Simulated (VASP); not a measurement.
Write the native input for VASP 6.6.1 that does the following.

```
Task                   : single point
Functional             : LDA
Potentials or basis    : VASP PAW LDA potentials, release 64 (C_h)
Cutoff                 : 1300 eV
k mesh                 : 12 × 12 × 12
Occupations            : gaussian, width 0.05 eV
Spin                   : no spin polarisation
Dipole correction      : no
Further INCAR settings : ALGO = Normal; EDIFF = 1e-06; NBANDS = 11
```

The structure of C lies in POSCAR:

```
C
1.0
    0.2237658205      1.9020094744      1.9020094744
    1.9020094744      0.2237658205      1.9020094744
    1.9020094744      1.9020094744      0.2237658205
C
2
Direct
    0.5000000000      0.5000000000      0.5000000000
    0.7500000000      0.7500000000      0.7500000000
```

This cell differs from its parent crystal: ratio of the length along [111] to the lengths across it x 1.2, volume and fractional coordinates fixed.

One way to write it, as run:

INCAR

```
PREC     = Accurate       # precision mode
ENCUT    = 1300           # plane-wave cutoff, eV
EDIFF    = 1E-6           # SCF threshold, eV
ISMEAR   = 0              # smearing method
SIGMA    = 0.05           # smearing width, eV
LREAL    = False          # projectors in reciprocal space
LASPH    = True           # aspherical terms in the spheres
NELM     = 120            # most SCF steps
ALGO     = Normal         # electronic algorithm
ISIF     = 2              # what is computed and relaxed
LWAVE    = False          # write WAVECAR
LCHARG   = False          # write CHGCAR
GGA      = CA             # functional
NBANDS   = 11             # bands
GGA_COMPAT= False
```

KPOINTS

```
regular mesh
0
Gamma
  12 12 12
```

Potentials or basis: VASP PAW LDA potentials, release 64 (C_h).

Launch:

```console
$ cat potpaw_LDA.64/C_h/POTCAR > POTCAR
$ mpirun -np 1 vasp_std > vasp.out
```

It gave:

```yaml
Pressure: 4.3 GPa
Largest_force: 1.069 eV/Å
Band_gap_on_the_k_mesh: 0.61 eV
```

Caveat: the cell stands under pressure; forces of over 1 eV/Å act on the atoms, so gaps and moduli don't describe the material at rest.

It took 52 s on 1 thread of Intel(R) Xeon(R) Platinum 8259CL CPU @ 2.50GHz (Skylake/Cascade Lake), with other jobs on the host, peak memory 0.19 GiB.
